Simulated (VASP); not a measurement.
Wanted: the native input for a VASP 6.6.1 run.

```
Task                   : single point
Functional             : PBE
Potentials or basis    : VASP PAW PBE potentials, release 64 (Ge_d, Te, O)
Cutoff                 : 600 eV
k mesh                 : 6 × 6 × 6
Occupations            : gaussian, width 0.1 eV
Spin                   : no spin polarisation
Dipole correction      : no
Further INCAR settings : ALGO = Normal; EDIFF = 1e-06; NBANDS = 35
```

The structure of Ge2Te3O lies in POSCAR:

```
Ge2Te3O
1.0
    3.4898136738      2.0148448652      3.3457161931
   -3.4898136738      2.0148448652      3.3457161931
    0.0000000000     -4.0296897267      3.3457161953
Ge Te O
2 3 1
Direct
    0.6331817208      0.6331817208      0.6331817208
    0.3668182792      0.3668182792      0.3668182792
    0.0000000000      0.0000000000      0.5000000000
    0.0000000000      0.5000000000      0.0000000000
    0.5000000000      0.0000000000      0.0000000000
    0.0000000000      0.0000000000      0.0000000000
```

The cell was built from a structure type or drawn by symmetry, and may not be a known phase.

These files were run (other wordings do the same):

INCAR

```
PREC = Accurate
ENCUT = 600
EDIFF = 1E-6
ISMEAR = 0
SIGMA = 0.1
LREAL = F
LASPH = T
NELM = 120
ALGO = Normal
ISIF = 2
LWAVE = F
LCHARG = F
GGA = PE
NBANDS = 35
GGA_COMPAT = F
```

KPOINTS

```
regular mesh
0
Gamma
  6 6 6
```

Potentials or basis: VASP PAW PBE potentials, release 64 (Ge_d, Te, O).

Run with:

```sh
$ cat potpaw_PBE.64/Ge_d/POTCAR potpaw_PBE.64/Te/POTCAR potpaw_PBE.64/O/POTCAR > POTCAR
$ mpirun -np 1 vasp_std > vasp.out
```

It gave:

```
Pressure               : -0.1 GPa
Largest force          : 0.006 eV/Å
Band gap on the k mesh : zero (bands 26 and 27 overlap by 1.20 eV)
```

Caveat: spin-orbit coupling is left out, which moves the levels of the heavy elements.

Run time: 5.7 min on 1 thread of Intel Xeon 8259CL, on a shared host, peak memory 0.36 GiB.
